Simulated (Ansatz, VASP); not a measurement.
# One calculation of TeF, two programs

The input INCAR:

```
ALGO = Normal ; EDIFF = 1E-7
EDIFFG = -0.04 ; ENCUT = 600
GGA = PE ; IBRION = 2
ISIF = 3 ; ISMEAR = 0
LASPH = True ; LCHARG = False
LREAL = False ; LWAVE = False
NELM = 80 ; NSW = 90
PREC = Accurate ; SIGMA = 0.1
```

Contents of KPOINTS:

```
k-points
0
Gamma
  6 6 6
```

POSCAR

```
TeF
1.0
    0.0000000000      2.7942543000      3.0917318000
    2.6340740800      0.0000000000      3.0917318000
    2.6340740800      2.7942543000      0.0000000000
Te F
1 1
Direct
    0.0000000000      0.0000000000      0.0000000000
    0.5000000000      0.5000000000      0.5000000000
```

Input for Ansatz:

```yaml
crystal:
  lattice:
    - [0.0, 2.7942543, 3.0917318]
    - [2.63407408, 0.0, 3.0917318]
    - [2.63407408, 2.7942543, 0.0]
  atoms:
    - { symbol: Te, position: [0.0, 0.0, 0.0] }
    - { symbol: F, position: [0.5, 0.5, 0.5] }
basis:
  ecutwfc: 420
kpoints:
  mp_grid: { grid: [6, 6, 6] }
hamiltonian:
  xc: pbe
scf:
  occupations: { method: gaussian, width: 0.1 }
  lower_state_search: "off"
output:
  forces: true
  stress: true
  eigenvalues: true
relax:
  adjacent_minimum: "off"
  f_tol: 0.04
  max_steps: 70
  cell: { stress_tol: 0.4 }
```

Change from the starting cell: species swapped into the TlF type (Fmmm, No. 69).

Alike in both runs: task relaxation of cell and atoms; functional PBE; k mesh 6 × 6 × 6; occupations gaussian, width 0.1 eV; no spin polarisation.

|  | VASP | Ansatz |
| --- | --- | --- |
| version | VASP 6.6.1 | Ansatz 0.2.0 |
| potentials or method | VASP PAW PBE potentials, release 64 (Te, F), cutoff 600 eV | scalar-relativistic, plane waves, PAW |
| valence electrons in the cell | 13 | 23 |

VASP gave:

| Item | Value |
| --- | --- |
| gap on the k mesh at the Fermi level, each at its own relaxed structure (eV) | none |
| relaxed volume (Å³/atom) | 25.37 |
| relaxed cell length with the largest relative difference (Å) | 4.858 |

What did Ansatz give for the same quantities?

gap on the k mesh at the Fermi level, each at its own relaxed structure (eV): none; relaxed volume (Å³/atom): 26.53; relaxed cell length with the largest relative difference (Å): 4.963.

A gap of «none» marks a metal or a gap that the smearing closes. VASP's potentials hold 13 valence electrons a cell and Ansatz's 23, so a difference there can come from the potentials and not from the codes.

Neither program's run includes spin-orbit coupling.
